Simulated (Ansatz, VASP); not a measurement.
AlCu3: VASP beside Ansatz

```xyz
4
Lattice="3.5592 0.0000 0.0000 0.0000 3.5592 0.0000 0.0000 0.0000 3.5592" Properties=species:S:1:pos:R:3 pbc="T T T"
Al    0.0000    0.0000    0.0000
Cu    1.7796    1.7415    0.0000
Cu    1.7796    0.0000    1.7796
Cu    0.0000    1.8177    1.7796
```

Change from the starting cell: mode 5 frozen in at -0.038 Å, equal normal strain along x, y and z -0.0083.

Alike in both runs: task single point; functional LDA; k mesh 12 × 12 × 12; occupations gaussian, width 0.15 eV; no spin polarisation.

```csv
,VASP,Ansatz
version,VASP 6.6.1,Ansatz 0.2.0
potentials or method,"VASP PAW LDA potentials, release 64 (Al, Cu), cutoff 520 eV","scalar-relativistic, plane waves, PAW"
valence electrons in the cell,36,60
```

VASP gave:

```
gap on the k mesh at the Fermi level (eV) : none
pressure (GPa)                            : 5.2
rms of the force components (eV/Å)        : 0.116
```

Question: Which values does Ansatz return?

Answer: gap on the k mesh at the Fermi level (eV): none; pressure (GPa): 4.5; rms of the force components (eV/Å): 0.114.

Ansatz warns that its potentials were made for another functional, while VASP's fit it. LDA's correlation is that of Perdew and Zunger in VASP and of Perdew and Wang (1992) in Ansatz. Atom by atom the forces differ by 0.002 eV/Å (rms over components). A gap of «none» marks a metal or a gap that the smearing closes. VASP's potentials hold 36 valence electrons a cell and Ansatz's 60, so a difference there can come from the potentials and not from the codes.
